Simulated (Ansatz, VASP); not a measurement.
## Sb3Se in VASP and in Ansatz

```
Sb Se
1.0
     1.75595   -2.92286    0.00000
     1.75595    2.92286    0.00000
     0.00000    0.00000   10.21762
Sb Se
3 1
Direct
  0.50000 0.50000 0.77244
  0.00000 0.00000 0.50000
  0.50000 0.50000 0.22756
  0.00000 0.00000 0.00000
```

Change from the starting cell: species swapped into the Nb3Au type (Cmmm, No. 65).

Alike in both runs: functional PBE; k mesh 6 × 6 × 2; occupations gaussian, width 0.1 eV; no spin polarisation.

Ansatz relaxed the structure, and its values are those at the end. VASP's run is a single point on that final structure, the one shown.

```csv
,VASP,Ansatz
version,VASP 6.6.1,Ansatz 0.2.0
potentials or method,"VASP PAW PBE potentials, release 64 (Sb, Se), cutoff 520 eV","scalar-relativistic, plane waves, PAW"
valence electrons in the cell,21,61
```

Ansatz gave:

```
gap on the k mesh at the Fermi level (eV) : none
pressure (GPa)                            : 0.0
rms of the force components (eV/Å)        : 0.016
```

Estimate VASP's values.

gap on the k mesh at the Fermi level (eV): none; pressure (GPa): -0.2; rms of the force components (eV/Å): 0.017.

A gap of «none» marks a metal or a gap that the smearing closes. The functional is the same, so the differences come from potentials, cutoffs and numerics. VASP's potentials hold 21 valence electrons a cell and Ansatz's 61, so a difference there can come from the potentials and not from the codes.

Neither program's run includes spin-orbit coupling.
